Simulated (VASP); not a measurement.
Set up this calculation in VASP 6.6.1, as the native input.

* Task: single point
* Functional: PBE
* Potentials or basis: VASP PAW PBE potentials, release 64 (Mg, Se)
* Cutoff: 600 eV
* k mesh: 6 × 6 × 6
* Occupations: gaussian, width 0.01 eV
* Spin: no spin polarisation
* Dipole correction: no
* Further INCAR settings: ALGO = Normal; EDIFF = 1e-06; NBANDS = 11

The structure of MgSe lies in POSCAR:

```
MgSe
1.0
    0.0000000000      2.6982441545      2.6982441545
    2.6982441545      0.0000000000      2.6982441545
    2.6982441545      2.6982441545      0.0000000000
Mg Se
1 1
Direct
    0.0000000000      0.0000000000      0.0000000000
    0.5000000000      0.5000000000      0.5000000000
```

This cell differs from its parent crystal: volume changed by -6%.

The input as run:

INCAR

```
  ALGO = Normal
  EDIFF = 1E-6
  ENCUT = 600
  GGA = PE
  GGA_COMPAT = F
  ISIF = 2
  ISMEAR = 0
  LASPH = T
  LCHARG = F
  LREAL = F
  LWAVE = F
  NBANDS = 11
  NELM = 120
  PREC = Accurate
  SIGMA = 0.01
```

KPOINTS

```
k-points
0
Gamma
  6 6 6
```

Potentials or basis: VASP PAW PBE potentials, release 64 (Mg, Se).

Command:

```bash
$ cat potpaw_PBE.64/Mg/POTCAR potpaw_PBE.64/Se/POTCAR > POTCAR
$ mpirun -np 1 vasp_std > vasp.out
```

Results of the run:

```json
{
 "Pressure": "4.2 GPa",
 "Band gap on the k mesh": "1.85 eV, indirect (least direct gap 2.80 eV)"
}
```

Run time: 18 s on 1 thread of Intel Xeon 8259CL, on a shared host, peak memory 0.16 GiB.
